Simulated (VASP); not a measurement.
# BAs in VASP: further runs, part 3 of 3

VASP 6.6.1.

**4. Single point, PBE (uniaxial z strain +2.0%)**

Contents of INCAR:

```
  ALGO = Normal
  EDIFF = 1E-7
  ENCUT = 520
  GGA = PE
  ISIF = 2
  ISMEAR = 0
  LASPH = T
  LCHARG = F
  LREAL = F
  LWAVE = F
  NBANDS = 11
  NELM = 80
  PREC = Accurate
  SIGMA = 0.01
```

Contents of KPOINTS:

```
k-points
0
Gamma
  6 6 6
```

Contents of POSCAR:

```
BAs
1.0
    0.0000000000      2.3918676041      2.4397049562
    2.3918676041      0.0000000000      2.4397049562
    2.3918676041      2.3918676041      0.0000000000
B As
1 1
Direct
    0.0000000000      0.0000000000      0.0000000000
    0.2500000000      0.2500000000      0.2500000000
```

Potentials or basis: VASP PAW PBE potentials, release 64 (B, As).

On the command line:

```bash
cat potpaw_PBE.64/B/POTCAR potpaw_PBE.64/As/POTCAR > POTCAR
mpirun -np 1 vasp_std > vasp.out
```

OUTCAR:

```text
EDIFF = 1E-7
   ENCUT = 520
   GGA = PE
   ISIF = 2
   ISMEAR = 0
   LASPH = T
   LREAL = F
   NELM = 80
   PREC = Accurate

 ion  position               nearest neighbor table
   1  0.000  0.000  0.000-   2 2.09   2 2.09   2 2.09   2 2.09
   2  0.250  0.250  0.250-   1 2.09   1 2.09   1 2.09   1 2.09

  LATTYP: Found a body centered tetragonal cell.
 ALAT       =     3.3826116051
 C/A-ratio  =     1.4424978336

  Lattice vectors:

 A1 = (  -2.3918676041,   0.0000000000,   2.4397049562)
 A2 = (   2.3918676041,   0.0000000000,   2.4397049562)
 A3 = (   0.0000000000,   2.3918676041,  -2.4397049562)

Analysis of symmetry for initial positions (statically):
=====================================================================
 Subroutine PRICEL returns:
 Original cell was already a primitive cell.

 Routine SETGRP: Setting up the symmetry group for a
 body centered tetragonal supercell.

 Subroutine GETGRP returns: Found  8 space group operations
 (whereof  8 operations were pure point group operations)
 out of a pool of 16 trial point group operations.

The static configuration has the point symmetry D_2d.

Analysis of symmetry for dynamics (positions and initial velocities):
=====================================================================
 Subroutine PRICEL returns:
 Original cell was already a primitive cell.

 Routine SETGRP: Setting up the symmetry group for a
 body centered tetragonal supercell.

 Subroutine GETGRP returns: Found  8 space group operations
 (whereof  8 operations were pure point group operations)
 out of a pool of 16 trial point group operations.

The dynamic configuration has the point symmetry D_2d.

 Subroutine INISYM returns: Found  8 space group operations
 (whereof  8 operations are pure point group operations),
 and found     1 'primitive' translations

----------------------------------------------------------------------------------------

[... 118 lines left out ...]
   LHFCALC =     F    Hartree Fock is set to
   AEXX    =    0.0000 exact exchange contribution
   IVDW    =     0    specifies the selected vdW correction
   LEPSILON=     F    determine dielectric tensor
   LRPA    =     F    only Hartree local field effects (RPA)
 non-spin polarized calculation
 Gauss-broadening in eV      SIGMA  =   0.01
  energy-cutoff  :      520.00
  volume of cell :       27.92
 maximum number of plane-waves:       761
 NGX is ok and might be reduce to    28
   NGX = 13   NGY = 13   NGZ = 13

 number of electron       8.0000000 magnetization

 Free energy of the ion-electron system (eV)
  ---------------------------------------------------
  ext. energy  EPLUGINS =         0.00000000
  ---------------------------------------------------
  free energy    TOTEN  =       -11.39039736 eV

  energy without entropy =      -11.39039736  energy(sigma->0) =      -11.39039736

 E-fermi :   6.0456     XC(G=0): -10.4776

 val. band max:        5.9344921432   @ k =   0.0000   0.0000   0.0000
 cond. band min:       7.0814100122   @ k =   0.3333   0.0000   0.3333
 fundamental gap:      1.1469178689
 Fermi energy:         6.0455540075

 k-point     1 :       0.0000    0.0000    0.0000
  band No.  band energies     occupation
      1      -9.3157      2.00000
      2       5.7411      2.00000
      3       5.9345      2.00000
      4       5.9345      2.00000
      5       9.0743      0.00000
      6       9.0743      0.00000
      7       9.2013      0.00000
      8      10.2487      0.00000
      9      15.3389      0.00000
     10      18.4356      0.00000
     11      18.9883      0.00000
[... 309 lines left out ...]
 k-point    24 :       0.5000    0.0000    0.3333
  band No.  band energies     occupation
      1      -5.7595      2.00000
      2      -1.6992      2.00000
      3       0.9753      2.00000
      4       2.2377      2.00000
      5       7.6403      0.00000
      6       9.6240      0.00000
      7      14.9218      0.00000
      8      15.3787      0.00000
      9      18.0080      0.00000
     10      21.2440      0.00000
     11      21.8877      0.00000

 [... further k-points ...]

------------------------ aborting loop because EDIFF is reached ----------------------------------------

  FORCE on cell =-STRESS in cart. coord.  units (eV):
  Direction    XX          YY          ZZ          XY          YZ          ZX
  --------------------------------------------------------------------------------------
  -------------------------------------------------------------------------------------
  Total        0.2575402      0.2575402     -0.4553824      0.0000000     -0.0000000      0.0000000
  in kB       14.7813462     14.7813462    -26.1363683      0.0000000     -0.0000000      0.0000000
  external PRESSURE =       1.1421080 kB  Pullay stress =       0.0000000 kB

 VOLUME and BASIS-vectors are now :
 -----------------------------------------------------------------------------
  energy-cutoff  :      520.00
  volume of cell :       27.92
      direct lattice vectors                 reciprocal lattice vectors
     0.000000000  2.391867604  2.439704956    -0.209041671  0.209041671  0.204942814
     2.391867604  0.000000000  2.439704956     0.209041671 -0.209041671  0.204942814
     2.391867604  2.391867604  0.000000000     0.209041671  0.209041671 -0.204942814

 POSITION                                       TOTAL-FORCE (eV/Angst)
 -----------------------------------------------------------------------------------
      0.00000      0.00000      0.00000         0.000000      0.000000     -0.000000
      1.19593      1.19593      1.21985        -0.000000      0.000000      0.000000
 -----------------------------------------------------------------------------------
    total drift:                               -0.000000     -0.000000     -0.000000

  FREE ENERGIE OF THE ION-ELECTRON SYSTEM (eV)
  ---------------------------------------------------
  free  energy   TOTEN  =       -11.3903973568 eV

  energy  without entropy=      -11.3903973568  energy(sigma->0) =      -11.39039736
```

stdout:

```text
POSCAR found type information on POSCAR B As
 POSCAR found :  2 types and       2 ions
 scaLAPACK will be used
 LDA part: xc-table for (Slater+PW92), standard interpolation
 POSCAR, INCAR and KPOINTS ok, starting setup
 FFT: planning ... GRIDC
 FFT: planning ... GRID_SOFT
 FFT: planning ... GRID
 WAVECAR not read
 entering main loop
```

It took 16 s on 1 thread of Intel Xeon Platinum 8259CL at 2.50GHz (Skylake/Cascade Lake), shared host; peak memory 0.15 GiB.

Results:

| Quantity | Value |
| --- | --- |
| Free energy | -11.3904 eV |
| Pressure | 0.1 GPa |
| Band gap on the k mesh | 1.15 eV, indirect (least direct gap 3.14 eV) |

Caveat: the cell differs from its parent crystal (uniaxial z strain +2.0%). A k mesh can miss the band edges.

**5. Single point, PBE (uniaxial z strain +3.0%)**

Contents of INCAR:

```
SYSTEM = BAs
PREC = Accurate
ENCUT = 520
EDIFF = 1E-6
ISMEAR = 0
SIGMA = 0.01
LREAL = .False.
LASPH = .True.
NELM = 100
ALGO = Normal
ISIF = 2
LWAVE = .False.
LCHARG = .False.
GGA = PE
NBANDS = 11
```

Contents of KPOINTS:

```
Automatic mesh
0
Gamma
  6 6 6
  0 0 0
```

Contents of POSCAR:

```
BAs
1.0
    0.0000000000      2.3918676041      2.4636236322
    2.3918676041      0.0000000000      2.4636236322
    2.3918676041      2.3918676041      0.0000000000
B As
1 1
Direct
    0.0000000000      0.0000000000      0.0000000000
    0.2500000000      0.2500000000      0.2500000000
```

Potentials or basis: VASP PAW PBE potentials, release 64 (B, As).

On the command line:

```bash
cat potpaw_PBE.64/B/POTCAR potpaw_PBE.64/As/POTCAR > POTCAR
mpirun -np 1 vasp_std > vasp.out
```

OUTCAR:

```text
SYSTEM = BAs
   PREC = Accurate
   ENCUT = 520
   EDIFF = 1E-6
   ISMEAR = 0
   LREAL = .False.
   LASPH = .True.
   NELM = 100
   ISIF = 2
   GGA = PE

 ion  position               nearest neighbor table
   1  0.000  0.000  0.000-   2 2.09   2 2.09   2 2.09   2 2.09
   2  0.250  0.250  0.250-   1 2.09   1 2.09   1 2.09   1 2.09

  LATTYP: Found a body centered tetragonal cell.
 ALAT       =     3.3826116051
 C/A-ratio  =     1.4566399692

  Lattice vectors:

[... 525 lines left out ...]

  FORCE on cell =-STRESS in cart. coord.  units (eV):
  Direction    XX          YY          ZZ          XY          YZ          ZX
  --------------------------------------------------------------------------------------
  -------------------------------------------------------------------------------------
  Total        0.1557019      0.1557019     -0.9243097      0.0000000      0.0000000      0.0000000
  in kB        8.8496453      8.8496453    -52.5350853      0.0000000      0.0000000      0.0000000
  external PRESSURE =     -11.6119316 kB  Pullay stress =       0.0000000 kB

 VOLUME and BASIS-vectors are now :
 -----------------------------------------------------------------------------
  energy-cutoff  :      520.00
  volume of cell :       28.19
      direct lattice vectors                 reciprocal lattice vectors
     0.000000000  2.391867604  2.463623632    -0.209041671  0.209041671  0.202953078
     2.391867604  0.000000000  2.463623632     0.209041671 -0.209041671  0.202953078
     2.391867604  2.391867604  0.000000000     0.209041671  0.209041671 -0.202953078

 POSITION                                       TOTAL-FORCE (eV/Angst)
 -----------------------------------------------------------------------------------
      0.00000      0.00000      0.00000         0.000000     -0.000000      0.000000
      1.19593      1.19593      1.23181        -0.000000      0.000000     -0.000000
 -----------------------------------------------------------------------------------
    total drift:                               -0.000000     -0.000000      0.000000

  FREE ENERGIE OF THE ION-ELECTRON SYSTEM (eV)
  ---------------------------------------------------
  free  energy   TOTEN  =       -11.3837213546 eV

  energy  without entropy=      -11.3837213546  energy(sigma->0) =      -11.38372135
```

OSZICAR:

```text
N       E                     dE             d eps       ncg     rms          rms(c)
DAV:   1     0.114796698655E+02    0.11480E+02   -0.38318E+03   660   0.641E+02
DAV:   2    -0.112767548773E+02   -0.22756E+02   -0.21854E+02   913   0.103E+02
DAV:   3    -0.119609445505E+02   -0.68419E+00   -0.68197E+00   824   0.161E+01
DAV:   4    -0.119630753773E+02   -0.21308E-02   -0.21308E-02   734   0.101E+00
DAV:   5    -0.119630786155E+02   -0.32381E-05   -0.32382E-05   806   0.439E-02    0.470E+00
DAV:   6    -0.114417090871E+02    0.52137E+00   -0.14970E+00   696   0.487E+00    0.229E+00
DAV:   7    -0.113896117437E+02    0.52097E-01   -0.16725E-01   767   0.202E+00    0.961E-01
DAV:   8    -0.113832357027E+02    0.63760E-02   -0.19726E-02   744   0.793E-01    0.959E-02
DAV:   9    -0.113835533082E+02   -0.31761E-03   -0.79835E-04   759   0.159E-01    0.553E-02
DAV:  10    -0.113837151014E+02   -0.16179E-03   -0.19860E-04   695   0.858E-02    0.117E-02
DAV:  11    -0.113837209963E+02   -0.58949E-05   -0.54128E-06   808   0.156E-02    0.959E-03
DAV:  12    -0.113837213546E+02   -0.35822E-06   -0.28070E-06   720   0.923E-03
   1 F= -.11383721E+02 E0= -.11383721E+02  d E =-.678341E-43
```

stdout:

```text
POSCAR found type information on POSCAR B As
 POSCAR found :  2 types and       2 ions
 scaLAPACK will be used
 LDA part: xc-table for (Slater+PW92), standard interpolation
 POSCAR, INCAR and KPOINTS ok, starting setup
 FFT: planning ... GRIDC
 FFT: planning ... GRID_SOFT
 FFT: planning ... GRID
 WAVECAR not read
 entering main loop
```

It took 15 s on 1 thread of Intel Xeon Platinum 8259CL at 2.50GHz (Skylake/Cascade Lake), shared host; peak memory 0.15 GiB.

What came out:

| Item | Value |
| --- | --- |
| Free energy | -11.3837 eV |
| Pressure | -1.2 GPa |
| Band gap on the k mesh | 1.08 eV, indirect (least direct gap 3.08 eV) |

Caveat: the cell differs from its parent crystal (uniaxial z strain +3.0%). A k mesh can miss the band edges.

**6. Overview**

| cell | gap on the mesh (eV) | pressure (GPa) |
| --- | --- | --- |
| a = 3.383 Å, angles 60.0°, 2 atoms | 1.28 | 2.9 |
| a = 3.332, b = 3.332, c = 3.383 Å, angles 59.5, 59.5, 61.0°, 2 atoms | 0.80 | 7.5 |
| a = 3.417, b = 3.417, c = 3.383 Å, angles 60.3, 60.3, 59.3°, 2 atoms | 1.15 | 0.1 |
| a = 3.434, b = 3.434, c = 3.383 Å, angles 60.5, 60.5, 59.0°, 2 atoms | 1.08 | -1.2 |

Alike in all rows: task single point; level PBE; potentials or basis VASP PAW PBE potentials, release 64 (B, As); no spin polarisation; k mesh 6 × 6 × 6; cutoff (eV) 520; smearing gaussian 0.01 eV.

Total energies depend on the potentials used, so only differences within one code and one set of settings carry meaning.
